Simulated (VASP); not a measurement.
Runs of VASP 6.6.1 on Fe. The structure is that of space group Pm-3m (No. 221), or close to it. The cells are those of the table. 

```csv
potentials or basis,spin,cell,k mesh,cutoff (eV),smearing,second run,gap on the mesh (eV),pressure (GPa),moment (μB)
"VASP PAW PBE potentials, release 64 (Fe)","collinear, ferromagnetic start","a = 2.391 Å, 1 atom",13 × 13 × 13,520,fermi-dirac 0.05 eV,-,none,-0.3,2.47
"VASP PAW PBE potentials, release 64 (Fe)","collinear, ferromagnetic start","a = 2.484 Å, 1 atom",15 × 15 × 15,520,fermi-dirac 0.05 eV,-,none,-8.2,2.75
"VASP PAW PBE potentials, release 64 (Fe)",off,"a = 2.187 Å, 1 atom",15 × 15 × 15,520,fermi-dirac 0.1 eV,-,none,31.6,-
"VASP PAW PBE potentials, release 64 (Fe)","collinear, ferromagnetic start","a = 2.292 Å, 1 atom",15 × 15 × 15,520,fermi-dirac 0.05 eV,-,none,(b),(a)
"VASP PAW PBE potentials, release 64 (Fe)",off,"a = 2.283 Å, 1 atom",13 × 13 × 13,520,fermi-dirac 0.1 eV,-,none,-0.8,-
"VASP PAW PBE potentials, release 64 (Fe)",off,"a = 2.342 Å, 1 atom",15 × 15 × 15,520,fermi-dirac 0.1 eV,-,none,-13.0,-
"VASP PAW PBE potentials, release 64 (Fe)",off,"a = 2.220 Å, 1 atom",15 × 15 × 15,520,fermi-dirac 0.1 eV,-,none,18.3,-
"VASP PAW PBE potentials, release 64 (Fe)",off,"a = 2.252 Å, 1 atom",15 × 15 × 15,520,fermi-dirac 0.1 eV,-,none,7.7,-
"VASP PAW PBE potentials, release 64 (Fe)","collinear, ferromagnetic start","a = 2.391 Å, 1 atom",15 × 15 × 15,520,fermi-dirac 0.05 eV,-,none,-0.8,2.40
"VASP PAW PBE potentials, release 64 (Fe)","collinear, ferromagnetic start","a = 2.391 Å, 1 atom",21 × 21 × 21,520,fermi-dirac 0.05 eV,-,none,0.3,2.49
"VASP PAW PBE potentials, release 64 (Fe_sv)",off,"a = 2.252 Å, 1 atom",15 × 15 × 15,600,fermi-dirac 0.1 eV,valence_matched,none,(c),-
"VASP PAW PBE potentials, release 64 (Fe)",off,"a = 2.313 Å, 1 atom",15 × 15 × 15,520,fermi-dirac 0.1 eV,-,none,-7.6,-
```

Alike in all rows: task single point; level revPBE.

**Question.** Fill in the values left out.

**Answer.** (a) 2.24; (b) 19.6; (c) 5.2.

Caveats: the PAW data sets were made with another functional, which shifts forces and pressure a little.

A gap of «none» marks levels without a gap at the run's occupations.

The runs don't all hold the same shells in valence.
